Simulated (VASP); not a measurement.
# Ti (P6_3/mmc) in VASP: density of states with PBE

Aim: the density of states of Ti with PBE.

All numbers are computed with VASP 6.6.1; they aren't measurements. Logs are shortened: lines on timing, memory, paths and dates and some standing lists are left out, and cuts for length are marked.

## Step 1: The cell of the first run

The structure is hexagonal, space group P6_3/mmc (No. 194). The conventional cell has a = 2.950 Å, b = 2.950 Å, c = 4.680 Å, α = 90.00°, β = 90.00°, γ = 120.00°. Within 3.8 Å of Ti (site symmetry -6m2) lie 12 Ti at 2.89 to 2.95 Å.

## Step 2: Density of states, PBE

Contents of POSCAR:

```
Ti
1.0
    2.9500000000      0.0000000000      0.0000000000
   -1.4750000000      2.5547749412      0.0000000000
    0.0000000000      0.0000000000      4.6800000000
Ti
2
Direct
    0.3333333333      0.6666666667      0.2500000000
    0.6666666667      0.3333333333      0.7500000000
```

Contents of INCAR.step1:

```
PREC     = Accurate       # precision mode
ENCUT    = 520            # plane-wave cutoff, eV
EDIFF    = 1E-6           # SCF threshold, eV
ISMEAR   = -1             # smearing method
SIGMA    = 0.05           # smearing width, eV
LREAL    = False          # projectors in reciprocal space
LASPH    = True           # aspherical terms in the spheres
NELM     = 60             # most SCF steps
ALGO     = Normal         # electronic algorithm
ISIF     = 2              # what is computed and relaxed
LWAVE    = False          # write WAVECAR
LCHARG   = True           # write CHGCAR
LMAXMIX  = 4              # l up to which the mixer works
GGA      = PE             # functional
NBANDS   = 19             # bands
```

Contents of KPOINTS.step1:

```
Automatic mesh
0
Gamma
  13 13 7
```

Contents of INCAR.step2:

```
PREC     = Accurate       # precision mode
ENCUT    = 520            # plane-wave cutoff, eV
EDIFF    = 1E-6           # SCF threshold, eV
ISMEAR   = -5             # smearing method
SIGMA    = 0.05           # smearing width, eV
LREAL    = False          # projectors in reciprocal space
LASPH    = True           # aspherical terms in the spheres
NELM     = 60             # most SCF steps
ALGO     = Normal         # electronic algorithm
ISIF     = 2              # what is computed and relaxed
LWAVE    = False          # write WAVECAR
LCHARG   = False          # write CHGCAR
LMAXMIX  = 4              # l up to which the mixer works
GGA      = PE             # functional
LORBIT   = 10             # projections on sites
NBANDS   = 19             # bands
NEDOS    = 2001           # points of the DOS
ICHARG   = 11             # starting density
```

Contents of KPOINTS.step2:

```
Automatic mesh
0
Gamma
  20 20 11
```

Potentials or basis: VASP PAW PBE potentials, release 64 (Ti_sv).

Launch:

```sh
$ cat potpaw_PBE.64/Ti_sv/POTCAR > POTCAR
$ cp INCAR.step1 INCAR
$ cp KPOINTS.step1 KPOINTS
$ mpirun -np 1 vasp_std > vasp.out
$ cp INCAR.step2 INCAR
$ cp KPOINTS.step2 KPOINTS
$ mpirun -np 1 vasp_std > vasp.out
```

OUTCAR:

```text
PREC = Accurate
   ENCUT = 520
   EDIFF = 1E-6
   ISMEAR = -5
   LREAL = False
   LASPH = True
   NELM = 60
   ISIF = 2
   GGA = PE
   LORBIT = 10
   ICHARG = 11

 ion  position               nearest neighbor table
   1  0.333  0.667  0.250-   2 2.89   2 2.89   2 2.89   2 2.89   2 2.89   2 2.89
   2  0.667  0.333  0.750-   1 2.89   1 2.89   1 2.89   1 2.89   1 2.89   1 2.89

  LATTYP: Found a hexagonal cell.
 ALAT       =     2.9500000000
 C/A-ratio  =     1.5864406780

  Lattice vectors:

 A1 = (   2.9500000000,   0.0000000000,   0.0000000000)
 A2 = (  -1.4750000000,   2.5547749412,   0.0000000000)
 A3 = (   0.0000000000,   0.0000000000,   4.6800000000)

Analysis of symmetry for initial positions (statically):
=====================================================================
 Subroutine PRICEL returns:
 Original cell was already a primitive cell.

 Routine SETGRP: Setting up the symmetry group for a
 hexagonal supercell.

 Subroutine GETGRP returns: Found 24 space group operations
 (whereof 12 operations were pure point group operations)
 out of a pool of 24 trial point group operations.

The static configuration has the point symmetry D_3d.
 The point group associated with its full space group is D_6h.

Analysis of symmetry for dynamics (positions and initial velocities):
=====================================================================
 Subroutine PRICEL returns:
 Original cell was already a primitive cell.

 Routine SETGRP: Setting up the symmetry group for a
 hexagonal supercell.

 Subroutine GETGRP returns: Found 24 space group operations
 (whereof 12 operations were pure point group operations)
 out of a pool of 24 trial point group operations.

The dynamic configuration has the point symmetry D_3d.
 The point group associated with its full space group is D_6h.

 Subroutine INISYM returns: Found 24 space group operations
 (whereof 12 operations are pure point group operations),
 and found     1 'primitive' translations

----------------------------------------------------------------------------------------

                                     Primitive cell

  volume of cell :      35.2712

  direct lattice vectors                    reciprocal lattice vectors
     2.950000000  0.000000000  0.000000000     0.338983051  0.195711956  0.000000000
    -1.475000000  2.554774941  0.000000000     0.000000000  0.391423911  0.000000000
     0.000000000  0.000000000  4.680000000     0.000000000  0.000000000  0.213675214

  length of vectors
     2.950000000  2.950000000  4.680000000     0.391423911  0.391423911  0.213675214

  position of ions in fractional coordinates (direct lattice)
     0.333333333  0.666666667  0.250000000
     0.666666667  0.333333333  0.750000000

  ion indices of the primitive-cell ions
   primitive index   ion index
                 1           1
                 2           2

----------------------------------------------------------------------------------------

 KPOINTS: Automatic mesh

Automatic generation of k-mesh.
 Grid dimensions read from file:
 generate k-points for:   20   20   11

 Generating k-lattice:

  Cartesian coordinates                     Fractional coordinates (reciprocal lattice)
     0.016949153  0.009785598  0.000000000     0.050000000 -0.000000000  0.000000000
     0.000000000  0.019571196  0.000000000     0.000000000  0.050000000  0.000000000
     0.000000000  0.000000000  0.019425019     0.000000000  0.000000000  0.090909091

  Length of vectors
     0.019571196  0.019571196  0.019425019

  Shift w.r.t. Gamma in fractional coordinates (k-lattice)
     0.000000000  0.000000000  0.000000000

 TETIRR: Found   4310 inequivalent tetrahedra from    26400

 Subroutine IBZKPT returns following result:
 ===========================================

 Found    264 irreducible k-points:

 Following reciprocal coordinates:
            Coordinates               Weight
  0.000000  0.000000  0.000000      1.000000
  0.050000  0.000000  0.000000      6.000000
  0.100000  0.000000  0.000000      6.000000
  0.150000  0.000000  0.000000      6.000000
  0.200000  0.000000  0.000000      6.000000
  0.250000  0.000000  0.000000      6.000000
[... 16 lines left out ...]
  0.200000  0.100000  0.000000     12.000000
  0.250000  0.100000  0.000000     12.000000
 [... further k-points ...]
   k-points           NKPTS =    264   k-points in BZ     NKDIM =    264   number of bands    NBANDS=     19
   number of dos      NEDOS =   2001   number of ions     NIONS =      2
   total plane-waves  NPLWV =  20736
   dimension x,y,z NGX =    24 NGY =   24 NGZ =   36
   dimension x,y,z NGXF=    48 NGYF=   48 NGZF=   72
   ions per type =               2
   NGX,Y,Z   is equivalent  to a cutoff of  13.53, 13.53, 12.79 a.u.
   NGXF,Y,Z  is equivalent  to a cutoff of  27.05, 27.05, 25.58 a.u.
 SYSTEM =  unknown system
   PREC   = accura    normal or accurate (medium, high low for compatibility)
   ISTART =      0    job   : 0-new  1-cont  2-samecut
   ICHARG =     11    charge: 1-file 2-atom 10-const
   ISPIN  =      1    spin polarized calculation?
   LNONCOLLINEAR =      F non collinear calculations
   LSORBIT =      F    spin-orbit coupling
   LASPH  =      T    aspherical Exc in radial PAW
   ENCUT  =  520.0 eV  38.22 Ry    6.18 a.u.   5.49  5.49  8.70*2*pi/ulx,y,z
   NELM   =     60;   NELMIN=  2; NELMDL=  0     # of ELM steps
   EDIFF  = 0.1E-05   stopping-criterion for ELM
   LREAL  =      F    real-space projection
   EDIFFG = 0.1E-04   stopping-criterion for IOM
   NSW    =      0    number of steps for IOM
   IBRION =     -1    ionic relax: 0-MD 1-quasi-New 2-CG
   NFREE  =      0    steps in history (QN), initial steepest desc. (CG)
   ISIF   =      2    stress and relaxation
   ISYM   =      2    0-nonsym 1-usesym 2-fastsym
   POTIM  = 0.5000    time-step for ionic-motion
   TEBEG  =    0.0;   TEEND  =   0.0 temperature during run
   PSTRESS=    0.0 pullay stress
   NELECT =      24.0000    total number of electrons
   NUPDOWN=      -1.0000    fix difference up-down
   EMIN   =  10.00;   EMAX   =-10.00  energy-range for DOS
   EFERMI =   0.00;   METHOD = LEGACY
   ISMEAR =    -5;   SIGMA  =   0.05  broadening in eV -4-tet -1-fermi 0-gaus
   EFERMI_NEDOS =   21; number of points for ismear=-14 and -15
   IALGO  =     38    algorithm
   IMIX   =      4    mixing-type and parameters
     AMIX     =   0.40;   BMIX     =  1.00
     AMIX_MAG =   1.60;   BMIX_MAG =  1.00
  volume/ion in A,a.u.               =      17.64       119.01
  Fermi-wavevector in a.u.,A,eV,Ry     =   1.439920  2.721055 28.209912  2.073370
  Thomas-Fermi vector in A             =   2.558722
   LORBIT       =     10    0 simple, 1 ext, 2 COOP (PROOUT), +10 PAW based schemes
   GGA     = PE    functional components
   LHFCALC =     F    Hartree Fock is set to
   AEXX    =    0.0000 exact exchange contribution
   IVDW    =     0    specifies the selected vdW correction
   LEPSILON=     F    determine dielectric tensor
   LRPA    =     F    only Hartree local field effects (RPA)
 non-spin polarized calculation
 Fermi weights with tetrahedron method with Bloechl corrections
  energy-cutoff  :      520.00
  volume of cell :       35.27
 maximum number of plane-waves:       976
 NGX is ok and might be reduce to    24

 number of electron      24.0000002 magnetization

 Free energy of the ion-electron system (eV)
  ---------------------------------------------------
  ext. energy  EPLUGINS =         0.00000000
  ---------------------------------------------------
  free energy    TOTEN  =       -15.66913069 eV

  energy without entropy =      -15.66913069  energy(sigma->0) =      -15.66913069

 E-fermi :   8.1956     XC(G=0): -11.4257

 val. band max:        8.2063832431   @ k =   0.1500   0.0500   0.2727
 cond. band min:       8.1734888982   @ k =   0.3500   0.3000   0.2727
 fundamental gap:     -0.0328943449
 Fermi energy:         8.1956139467

 k-point     1 :       0.0000    0.0000    0.0000
  band No.  band energies     occupation
      1     -48.7105      2.00000
      2     -48.5829      2.00000
      3     -25.2805      2.00000
      4     -24.6666      2.00000
      5     -24.6666      2.00000
      6     -24.6091      2.00000
[... 11 lines left out ...]
     18       9.7790      0.00000
     19      11.2681      0.00000

 k-point     2 :       0.0500    0.0000    0.0000
  band No.  band energies     occupation
      1     -48.7082      2.00000
      2     -48.5819      2.00000
      3     -25.2753      2.00000
      4     -24.6774      2.00000
      5     -24.6702      2.00000
      6     -24.6114      2.00000
[... 11 lines left out ...]
     18       9.7397      0.00000
     19      11.2893      0.00000

 k-point     3 :       0.1000    0.0000    0.0000
  band No.  band energies     occupation
      1     -48.7014      2.00000
      2     -48.5792      2.00000
      3     -25.2598      2.00000
      4     -24.7089      2.00000
      5     -24.6806      2.00000
      6     -24.6180      2.00000
[... 11 lines left out ...]
     18       9.6326      0.00000
     19      11.3441      0.00000

 k-point     4 :       0.1500    0.0000    0.0000
  band No.  band energies     occupation
      1     -48.6906      2.00000
      2     -48.5752      2.00000
      3     -25.2350      2.00000
      4     -24.7581      2.00000
      5     -24.6965      2.00000
      6     -24.6652      2.00000
[... 407 lines left out ...]
     18      10.2887      0.00000
     19      11.4689      0.00000

 k-point    23 :       0.2000    0.1000    0.0000
  band No.  band energies     occupation
      1     -48.6556      2.00000
      2     -48.5643      2.00000
      3     -25.1500      2.00000
      4     -24.8902      2.00000
      5     -24.8349      2.00000
      6     -24.7281      2.00000
[... 11 lines left out ...]
     18      10.6466      0.00000
     19      11.5108      0.00000

 k-point    24 :       0.2500    0.1000    0.0000
  band No.  band energies     occupation
      1     -48.6395      2.00000
      2     -48.5607      2.00000
      3     -25.1075      2.00000
      4     -24.9559      2.00000
      5     -24.8830      2.00000
      6     -24.7593      2.00000
[... 11 lines left out ...]
     18      11.0389      0.00000
     19      11.5457      0.00000

 [... further k-points ...]
[... 5 lines left out ...]
  --------------------------------------------------------------------------------------
  -------------------------------------------------------------------------------------
  Total       -0.4529237     -0.4529237     -0.4147660      0.0000000      0.0000000      0.0000000
  in kB      -20.5738281    -20.5738281    -18.8405363      0.0000000      0.0000000      0.0000000
  external PRESSURE =     -19.9960642 kB  Pullay stress =       0.0000000 kB

 VOLUME and BASIS-vectors are now :
 -----------------------------------------------------------------------------
  energy-cutoff  :      520.00
  volume of cell :       35.27
      direct lattice vectors                 reciprocal lattice vectors
     2.950000000  0.000000000  0.000000000     0.338983051  0.195711956  0.000000000
    -1.475000000  2.554774941  0.000000000     0.000000000  0.391423911  0.000000000
     0.000000000  0.000000000  4.680000000     0.000000000  0.000000000  0.213675214

 POSITION                                       TOTAL-FORCE (eV/Angst)
 -----------------------------------------------------------------------------------
     -0.00000      1.70318      1.17000         0.000000     -0.000000      0.000000
      1.47500      0.85159      3.51000        -0.000000      0.000000      0.000000
 -----------------------------------------------------------------------------------
    total drift:                               -0.000000      0.000000     -0.000000

  FREE ENERGIE OF THE ION-ELECTRON SYSTEM (eV)
  ---------------------------------------------------
  free  energy   TOTEN  =       -15.6691306928 eV

  energy  without entropy=      -15.6691306928  energy(sigma->0) =      -15.66913069

 total charge

# of ion       s       p       d       tot
------------------------------------------
    1        2.246   6.118   1.867  10.232
    2        2.246   6.118   1.867  10.232
--------------------------------------------------
tot          4.493  12.237   3.735  20.464
```

Wall time 93 s (1 thread of Intel Xeon Platinum 8259CL at 2.50GHz (Skylake/Cascade Lake), shared host); peak memory 0.26 GiB.

Results:

```yaml
Valence_electrons_inside_the_program's_atomic_spheres: Ti 10.23
```

Caveat: tetrahedron occupations give inexact forces and stress in metals.
